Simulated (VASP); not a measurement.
Set up this calculation in VASP 6.6.1, as the native input.

```
Task                   : single point
Functional             : PBE
Potentials or basis    : VASP PAW PBE potentials, release 64 (Ca_sv, Se)
Cutoff                 : 500 eV
k mesh                 : 4 × 4 × 4
Occupations            : gaussian, width 0.01 eV
Spin                   : no spin polarisation
Dipole correction      : no
Further INCAR settings : ALGO = Normal; EDIFF = 1e-06; NBANDS = 15
```

The structure of CaSe lies in POSCAR:

```
CaSe
1.0
    0.0000000000      2.9790009559      2.9790009559
    2.9790009559      0.0000000000      2.9790009559
    2.9790009559      2.9790009559      0.0000000000
Ca Se
1 1
Direct
    0.0000000000      0.0000000000      0.0000000000
    0.5000000000      0.5000000000      0.5000000000
```

These files were run (other wordings do the same):

INCAR

```
SYSTEM = CaSe
PREC = Accurate ; ENCUT = 500
EDIFF = 1E-6 ; ISMEAR = 0
SIGMA = 0.01 ; LREAL = .False.
LASPH = .True. ; NELM = 120
ALGO = Normal ; ISIF = 2
LWAVE = .False. ; LCHARG = .False.
GGA = PE ; NBANDS = 15
GGA_COMPAT = .False.
```

KPOINTS

```
Automatic mesh
0
Gamma
  4 4 4
  0 0 0
```

Potentials or basis: VASP PAW PBE potentials, release 64 (Ca_sv, Se).

Run with:

```bash
$ cat potpaw_PBE.64/Ca_sv/POTCAR potpaw_PBE.64/Se/POTCAR > POTCAR
$ mpirun -np 1 vasp_std > vasp.out
```

It gave:

| Quantity | Value |
| --- | --- |
| Pressure | 0.3 GPa |
| Band gap on the k mesh | 2.06 eV (least direct gap 2.98 eV) |

Caveat: the k points lie up to 0.46 Å⁻¹ apart.

It took 6.1 s on 1 thread of Intel Xeon 8259CL, with other jobs on the host, peak memory 0.14 GiB.
